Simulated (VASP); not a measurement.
A run of VASP 6.6.1 is set up as follows.

File INCAR:

```
SYSTEM = HgTe
PREC = Accurate
ENCUT = 520
EDIFF = 1E-6
ISMEAR = -1
SIGMA = 0.04
LREAL = .FALSE.
LASPH = .TRUE.
NELM = 60
ALGO = Normal
ISIF = 2
LWAVE = .FALSE.
LCHARG = .TRUE.
GGA = PE
LELF = .TRUE.
LVHAR = .TRUE.
NBANDS = 16
```

File KPOINTS:

```
regular mesh
0
G
  4 4 4
  0 0 0
```

File POSCAR:

```
HgTe
1.0
    0.0000000000      3.2145000000      3.2145000000
    3.2145000000      0.0000000000      3.2145000000
    3.2145000000      3.2145000000      0.0000000000
Hg Te
1 1
Direct
    0.0000000000      0.0000000000      0.0000000000
    0.7500000000      0.7500000000      0.7500000000
```

Potentials or basis: VASP PAW PBE potentials, release 64 (Hg, Te).

Run with:

```console
$ cat potpaw_PBE.64/Hg/POTCAR potpaw_PBE.64/Te/POTCAR > POTCAR
$ mpirun -np 1 vasp_std > vasp.out
```

(1) Predict the band gap on the k mesh.

(2) Predict the pressure.

Results:

(1) zero (filled and empty bands touch).

(2) 5.1 GPa.

Caveat: the k points lie up to 0.42 Å⁻¹ apart; spin-orbit coupling is left out, which moves the levels of the heavy elements.
